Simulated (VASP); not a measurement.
# HfN (Fm-3m) in VASP: notebook

Runs on HfN. Level: PBEsol. Tasks: single point, relaxation of cell and atoms.

All numbers are computed with VASP 6.6.1; they aren't measurements. Logs are shortened: lines on timing, memory, paths and dates and some standing lists are left out, and cuts for length are marked.

## Step 1: The cell of the first run

The structure is cubic, space group Fm-3m (No. 225). Conventional cell: a = 4.502 Å, b = 4.502 Å, c = 4.502 Å, α = 90.00°, β = 90.00°, γ = 90.00°. Within 3.0 Å of Hf (site symmetry m-3m) lie 6 N at 2.25 Å. N (site symmetry m-3m) has 6 Hf at 2.25 Å within 3.0 Å.

## Step 2: Single point, PBEsol

File INCAR:

```
PREC = Accurate ; ENCUT = 520
EDIFF = 1E-6 ; ISMEAR = 0
SIGMA = 0.1 ; LREAL = F
LASPH = T ; NELM = 60
ALGO = Normal ; ISIF = 2
LWAVE = F ; LCHARG = T
GGA = PS ; LELF = T
LVHAR = T ; NBANDS = 14
```

File KPOINTS:

```
Automatic mesh
0
Gamma
  16 16 16
```

File POSCAR:

```
HfN
1.0
    0.0000000000      2.2507751463      2.2507751463
    2.2507751463      0.0000000000      2.2507751463
    2.2507751463      2.2507751463      0.0000000000
Hf N
1 1
Direct
    0.0000000000      0.0000000000      0.0000000000
    0.5000000000      0.5000000000      0.5000000000
```

Potentials or basis: VASP PAW PBE potentials, release 64 (Hf_pv, N).

Launch:

```sh
$ cat potpaw_PBE.64/Hf_pv/POTCAR potpaw_PBE.64/N/POTCAR > POTCAR
$ mpirun -np 1 vasp_std > vasp.out
```

OUTCAR:

```text
PREC = Accurate
   ENCUT = 520
   EDIFF = 1E-6
   ISMEAR = 0
   LREAL = F
   LASPH = T
   NELM = 60
   ISIF = 2
   GGA = PS

 ion  position               nearest neighbor table
   1  0.000  0.000  0.000-   2 2.25   2 2.25   2 2.25   2 2.25   2 2.25   2 2.25
   2  0.500  0.500  0.500-   1 2.25   1 2.25   1 2.25   1 2.25   1 2.25   1 2.25

  LATTYP: Found a face centered cubic cell.
 ALAT       =     4.5015502926

  Lattice vectors:

 A1 = (   0.0000000000,   2.2507751463,   2.2507751463)
 A2 = (   2.2507751463,   0.0000000000,   2.2507751463)
 A3 = (   2.2507751463,   2.2507751463,   0.0000000000)

Analysis of symmetry for initial positions (statically):
[... 5 lines left out ...]
 face centered cubic supercell.

 Subroutine GETGRP returns: Found 48 space group operations
 (whereof 48 operations were pure point group operations)
 out of a pool of 48 trial point group operations.

The static configuration has the point symmetry O_h .

Analysis of symmetry for dynamics (positions and initial velocities):
[... 5 lines left out ...]
 face centered cubic supercell.

 Subroutine GETGRP returns: Found 48 space group operations
 (whereof 48 operations were pure point group operations)
 out of a pool of 48 trial point group operations.

The dynamic configuration has the point symmetry O_h .

 Subroutine INISYM returns: Found 48 space group operations
 (whereof 48 operations are pure point group operations),
 and found     1 'primitive' translations

----------------------------------------------------------------------------------------

                                     Primitive cell

  volume of cell :      22.8048

  direct lattice vectors                    reciprocal lattice vectors
     0.000000000  2.250775146  2.250775146    -0.222145691  0.222145691  0.222145691
     2.250775146  0.000000000  2.250775146     0.222145691 -0.222145691  0.222145691
     2.250775146  2.250775146  0.000000000     0.222145691  0.222145691 -0.222145691

  length of vectors
     3.183076738  3.183076738  3.183076738     0.384767623  0.384767623  0.384767623

  position of ions in fractional coordinates (direct lattice)
     0.000000000  0.000000000  0.000000000
     0.500000000  0.500000000  0.500000000

  ion indices of the primitive-cell ions
   primitive index   ion index
                 1           1
                 2           2

----------------------------------------------------------------------------------------

 KPOINTS: Automatic mesh

Automatic generation of k-mesh.
 Grid dimensions read from file:
 generate k-points for:   16   16   16

 Generating k-lattice:

  Cartesian coordinates                     Fractional coordinates (reciprocal lattice)
    -0.013884106  0.013884106  0.013884106     0.062500000  0.000000000  0.000000000
     0.013884106 -0.013884106  0.013884106     0.000000000  0.062500000  0.000000000
     0.013884106  0.013884106 -0.013884106     0.000000000  0.000000000  0.062500000

  Length of vectors
     0.024047976  0.024047976  0.024047976

  Shift w.r.t. Gamma in fractional coordinates (k-lattice)
     0.000000000  0.000000000  0.000000000

 Subroutine IBZKPT returns following result:
 ===========================================

 Found    145 irreducible k-points:

 Following reciprocal coordinates:
            Coordinates               Weight
  0.000000  0.000000  0.000000      1.000000
  0.062500  0.000000  0.000000      8.000000
  0.125000  0.000000  0.000000      8.000000
  0.187500  0.000000  0.000000      8.000000
  0.250000  0.000000  0.000000      8.000000
  0.312500  0.000000  0.000000      8.000000
[... 16 lines left out ...]
 -0.125000  0.062500  0.000000     24.000000
 -0.062500  0.062500  0.000000     12.000000
 [... further k-points ...]
   k-points           NKPTS =    145   k-points in BZ     NKDIM =    145   number of bands    NBANDS=     14
   number of dos      NEDOS =    301   number of ions     NIONS =      2
   total plane-waves  NPLWV =  13824
   dimension x,y,z NGX =    24 NGY =   24 NGZ =   24
   dimension x,y,z NGXF=    48 NGYF=   48 NGZF=   48
   ions per type =               1   1
   NGX,Y,Z   is equivalent  to a cutoff of  12.53, 12.53, 12.53 a.u.
   NGXF,Y,Z  is equivalent  to a cutoff of  25.07, 25.07, 25.07 a.u.
 SYSTEM =  unknown system
   PREC   = accura    normal or accurate (medium, high low for compatibility)
   ISTART =      0    job   : 0-new  1-cont  2-samecut
   ICHARG =      2    charge: 1-file 2-atom 10-const
   ISPIN  =      1    spin polarized calculation?
   LNONCOLLINEAR =      F non collinear calculations
   LSORBIT =      F    spin-orbit coupling
   LASPH  =      T    aspherical Exc in radial PAW
   ENCUT  =  520.0 eV  38.22 Ry    6.18 a.u.   5.92  5.92  5.92*2*pi/ulx,y,z
   NELM   =     60;   NELMIN=  2; NELMDL= -5     # of ELM steps
   EDIFF  = 0.1E-05   stopping-criterion for ELM
   LREAL  =      F    real-space projection
   EDIFFG = 0.1E-04   stopping-criterion for IOM
   NSW    =      0    number of steps for IOM
   IBRION =     -1    ionic relax: 0-MD 1-quasi-New 2-CG
   NFREE  =      0    steps in history (QN), initial steepest desc. (CG)
   ISIF   =      2    stress and relaxation
   ISYM   =      2    0-nonsym 1-usesym 2-fastsym
   POTIM  = 0.5000    time-step for ionic-motion
   TEBEG  =    0.0;   TEEND  =   0.0 temperature during run
   PSTRESS=    0.0 pullay stress
   NELECT =      15.0000    total number of electrons
   NUPDOWN=      -1.0000    fix difference up-down
   EMIN   =  10.00;   EMAX   =-10.00  energy-range for DOS
   EFERMI =   0.00;   METHOD = LEGACY
   ISMEAR =     0;   SIGMA  =   0.10  broadening in eV -4-tet -1-fermi 0-gaus
   EFERMI_NEDOS =   21; number of points for ismear=-14 and -15
   IALGO  =     38    algorithm
   IMIX   =      4    mixing-type and parameters
     AMIX     =   0.40;   BMIX     =  1.00
     AMIX_MAG =   1.60;   BMIX_MAG =  1.00
  volume/ion in A,a.u.               =      11.40        76.95
  Fermi-wavevector in a.u.,A,eV,Ry     =   1.423737  2.690473 27.579382  2.027027
  Thomas-Fermi vector in A             =   2.544303
   LORBIT       =      0    0 simple, 1 ext, 2 COOP (PROOUT), +10 PAW based schemes
   GGA     = PS    functional components
   LHFCALC =     F    Hartree Fock is set to
   AEXX    =    0.0000 exact exchange contribution
   IVDW    =     0    specifies the selected vdW correction
   LEPSILON=     F    determine dielectric tensor
   LRPA    =     F    only Hartree local field effects (RPA)
 non-spin polarized calculation
 Gauss-broadening in eV      SIGMA  =   0.10
  energy-cutoff  :      520.00
  volume of cell :       22.80
 maximum number of plane-waves:       636
   NGX = 11   NGY = 11   NGZ = 11

 number of electron      15.0000001 magnetization

 Free energy of the ion-electron system (eV)
  ---------------------------------------------------
  ext. energy  EPLUGINS =         0.00000000
  ---------------------------------------------------
  free energy    TOTEN  =       -22.99483014 eV

  energy without entropy =      -22.99187745  energy(sigma->0) =      -22.99335380

 E-fermi :   8.2879     XC(G=0): -12.9512

 val. band max:        8.2753820911   @ k =  -0.4375   0.3125   0.1250
 cond. band min:       8.2886873145   @ k =  -0.1250   0.0625   0.0000
 fundamental gap:      0.0133052234
 Fermi energy:         8.2878910127

 k-point     1 :       0.0000    0.0000    0.0000
  band No.  band energies     occupation
      1     -22.7219      2.00000
      2     -22.7219      2.00000
      3     -22.7219      2.00000
      4      -9.2068      2.00000
      5       5.3004      2.00000
      6       5.3004      2.00000
      7       5.3004      2.00000
      8       7.9183      2.00000
      9       7.9183      2.00000
     10       7.9183      2.00000
     11      10.2135      0.00000
     12      10.2661      0.00000
     13      10.2661      0.00000
     14      17.8608      0.00000

 k-point     2 :       0.0625    0.0000    0.0000
  band No.  band energies     occupation
      1     -22.7646      2.00000
      2     -22.7254      2.00000
      3     -22.7254      2.00000
      4      -9.1126      2.00000
      5       4.8856      2.00000
      6       5.0563      2.00000
      7       5.0563      2.00000
      8       8.0373      1.99961
      9       8.0567      1.99892
     10       8.0567      1.99892
     11      10.5058      0.00000
     12      10.5801      0.00000
     13      10.5801      0.00000
     14      18.1742      0.00000

 k-point     3 :       0.1250    0.0000    0.0000
  band No.  band energies     occupation
      1     -22.8840      2.00000
      2     -22.7354      2.00000
      3     -22.7354      2.00000
      4      -8.8423      2.00000
      5       3.9598      2.00000
      6       4.4940      2.00000
      7       4.4940      2.00000
      8       8.2402      1.49954
      9       8.4189      0.06399
     10       8.4189      0.06399
     11      11.2493      0.00000
     12      11.3949      0.00000
     13      11.3949      0.00000
     14      19.0459      0.00000
[... 324 lines left out ...]
 k-point    23 :      -0.1250    0.0625    0.0000
  band No.  band energies     occupation
      1     -22.9531      2.00000
      2     -22.7716      2.00000
      3     -22.7299      2.00000
      4      -8.6501      2.00000
      5       3.3549      2.00000
      6       4.0139      2.00000
      7       4.4625      2.00000
      8       8.2887      0.99101
      9       8.3908      0.14545
     10       9.1311      0.00000
     11      10.8543      0.00000
     12      12.1673      0.00000
     13      12.3772      0.00000
     14      19.6594      0.00000

 k-point    24 :      -0.0625    0.0625    0.0000
  band No.  band energies     occupation
      1     -22.8237      2.00000
      2     -22.7473      2.00000
      3     -22.7238      2.00000
      4      -8.9618      2.00000
      5       4.2636      2.00000
      6       4.6155      2.00000
      7       4.9361      2.00000
      8       8.0942      1.99384
      9       8.0954      1.99352
     10       8.5482      0.00023
     11      10.4028      0.00000
     12      11.2242      0.00000
     13      11.3301      0.00000
     14      18.6712      0.00000

 [... further k-points ...]
[... 5 lines left out ...]
  --------------------------------------------------------------------------------------
  -------------------------------------------------------------------------------------
  Total       -0.3109974     -0.3109974     -0.3109974      0.0000000      0.0000000     -0.0000000
  in kB      -21.8494767    -21.8494767    -21.8494767      0.0000000      0.0000000     -0.0000000
  external PRESSURE =     -21.8494767 kB  Pullay stress =       0.0000000 kB

 VOLUME and BASIS-vectors are now :
 -----------------------------------------------------------------------------
  energy-cutoff  :      520.00
  volume of cell :       22.80
      direct lattice vectors                 reciprocal lattice vectors
     0.000000000  2.250775146  2.250775146    -0.222145691  0.222145691  0.222145691
     2.250775146  0.000000000  2.250775146     0.222145691 -0.222145691  0.222145691
     2.250775146  2.250775146  0.000000000     0.222145691  0.222145691 -0.222145691

 POSITION                                       TOTAL-FORCE (eV/Angst)
 -----------------------------------------------------------------------------------
      0.00000      0.00000      0.00000        -0.000000     -0.000000     -0.000000
      2.25078      2.25078      2.25078         0.000000      0.000000      0.000000
 -----------------------------------------------------------------------------------
    total drift:                                0.000000     -0.000000     -0.000000

  FREE ENERGIE OF THE ION-ELECTRON SYSTEM (eV)
  ---------------------------------------------------
  free  energy   TOTEN  =       -22.9948301424 eV

  energy  without entropy=      -22.9918774526  energy(sigma->0) =      -22.99335380
```

Wall time 13 s (1 thread of Intel Xeon 6975P-C (Granite Rapids), shared host); peak memory 0.17 GiB.

What came out:

```
Free energy : -22.9948 eV
Pressure    : -2.2 GPa
```

Caveat: the PAW data sets were made with another functional, which shifts forces and pressure a little; spin-orbit coupling is left out, which moves the levels of the heavy elements.

## Step 3: Relaxation of cell and atoms, PBEsol

This run uses another cell than the first one, of 11.76 Å³/atom, 1.031 times its volume.

File INCAR:

```
ALGO     = Normal         # electronic algorithm
EDIFF    = 1E-6           # SCF threshold, eV
EDIFFG   = -0.005         # ionic threshold
ENCUT    = 600            # plane-wave cutoff, eV
GGA      = PS             # functional
IBRION   = 2              # ionic algorithm
ISIF     = 3              # what is computed and relaxed
ISMEAR   = 0              # smearing method
LASPH    = True           # aspherical terms in the spheres
LCHARG   = False          # write CHGCAR
LREAL    = False          # projectors in reciprocal space
LWAVE    = False          # write WAVECAR
NELM     = 80             # most SCF steps
NSW      = 70             # ionic steps
PREC     = Accurate       # precision mode
SIGMA    = 0.1            # smearing width, eV
```

File KPOINTS:

```
k-points
0
Gamma
  16 16 16
```

File POSCAR:

```
HfN
1.0
    0.0000000000      2.2738954841      2.2738954841
    2.2738954841      0.0000000000      2.2738954841
    2.2738954841      2.2738954841      0.0000000000
Hf N
1 1
Direct
    0.0000000000      0.0000000000      0.0000000000
    0.5000000000      0.5000000000      0.5000000000
```

Potentials or basis: VASP PAW PBE potentials, release 64 (Hf_pv, N).

Launch:

```sh
$ cat potpaw_PBE.64/Hf_pv/POTCAR potpaw_PBE.64/N/POTCAR > POTCAR
$ mpirun -np 1 vasp_std > vasp.out
```

OUTCAR:

```text
EDIFF = 1E-6
   EDIFFG = -0.005
   ENCUT = 600
   GGA = PS
   IBRION = 2
   ISIF = 3
   ISMEAR = 0
   LASPH = True
   LREAL = False
   NELM = 80
   NSW = 70
   PREC = Accurate

 ion  position               nearest neighbor table
   1  0.000  0.000  0.000-   2 2.27   2 2.27   2 2.27   2 2.27   2 2.27   2 2.27
   2  0.500  0.500  0.500-   1 2.27   1 2.27   1 2.27   1 2.27   1 2.27   1 2.27

  LATTYP: Found a face centered cubic cell.
 ALAT       =     4.5477909682

  Lattice vectors:

 A1 = (   0.0000000000,   2.2738954841,   2.2738954841)
 A2 = (   2.2738954841,   0.0000000000,   2.2738954841)
 A3 = (   2.2738954841,   2.2738954841,   0.0000000000)

Analysis of symmetry for initial positions (statically):
=====================================================================
 Subroutine PRICEL returns:
 Original cell was already a primitive cell.

 Routine SETGRP: Setting up the symmetry group for a
[... 302 lines left out ...]
      6       5.3627      2.00000
      7       5.3627      2.00000
      8       7.9845      2.00000
      9       7.9845      2.00000
     10       7.9845      2.00000
     11      10.3625      0.00000
[... 309 lines left out ...]
 k-point    24 :      -0.0625    0.0625    0.0000
  band No.  band energies     occupation
      1     -22.7242      2.00000
      2     -22.6452      2.00000
      3     -22.6210      2.00000
      4      -8.9342      2.00000
      5       4.3208      2.00000
      6       4.6694      2.00000
      7       4.9946      2.00000
      8       8.1627      1.99455
      9       8.1632      1.99443
     10       8.6220      0.00020
     11      10.5156      0.00000

 [... further k-points ...]

------------------------ aborting loop because EDIFF is reached ----------------------------------------

  FORCE on cell =-STRESS in cart. coord.  units (eV):
  Direction    XX          YY          ZZ          XY          YZ          ZX
  --------------------------------------------------------------------------------------
  -------------------------------------------------------------------------------------
  Total       -0.0033499     -0.0033499     -0.0033499      0.0000000      0.0000000     -0.0000000
  in kB       -0.2372259     -0.2372259     -0.2372259      0.0000000      0.0000000     -0.0000000
  external PRESSURE =      -0.2372259 kB  Pullay stress =       0.0000000 kB
[... 17 lines left out ...]
  FREE ENERGIE OF THE ION-ELECTRON SYSTEM (eV)
  ---------------------------------------------------
  free  energy   TOTEN  =       -22.9992936732 eV

  energy  without entropy=      -22.9963493666  energy(sigma->0) =      -22.99782152

 reached required accuracy - stopping structural energy minimisation
```

Run time: 54 s. Hardware: 1 thread of Intel Xeon 6975P-C (Granite Rapids), shared host; peak memory 0.21 GiB.

What came out:

- Free energy: -22.9993 eV
- Relaxed volume: 11.31 Å³/atom
- Relaxed cell: a = 3.175 Å, b = 3.175 Å, c = 3.175 Å, α = 60.00°, β = 60.00°, γ = 60.00°
- Space group after relaxing (to 0.05 Å): Fm-3m (No. 225)
- Energy gained by relaxing: 15.0 meV/atom
- Ionic steps: 4
- Pressure after relaxing: 0.0 GPa

Step by step:
```
step  energy change (eV)  largest force (eV/Å)  pressure (GPa)  volume (Å³)
   1              0.0000                0.0000          -10.40        23.51
   2              0.0893                0.0000           25.37        21.01
   3             -0.0300                0.0000           -0.26        22.64
   4             -0.0300                0.0000           -0.02        22.62
```

Final structure:
```cif
data_structure
_symmetry_space_group_name_H-M 'P 1'
_symmetry_Int_Tables_number 1
_cell_length_a 3.1747
_cell_length_b 3.1747
_cell_length_c 3.1747
_cell_angle_alpha 60.000
_cell_angle_beta 60.000
_cell_angle_gamma 60.000
_cell_volume 22.62
loop_
_atom_site_label
_atom_site_type_symbol
_atom_site_fract_x
_atom_site_fract_y
_atom_site_fract_z
_atom_site_occupancy
Hf1 Hf 0.00000 0.00000 0.00000 1
N1 N 0.50000 0.50000 0.50000 1
```

Caveat: the PAW data sets were made with another functional, which shifts forces and pressure a little; spin-orbit coupling is left out, which moves the levels of the heavy elements.
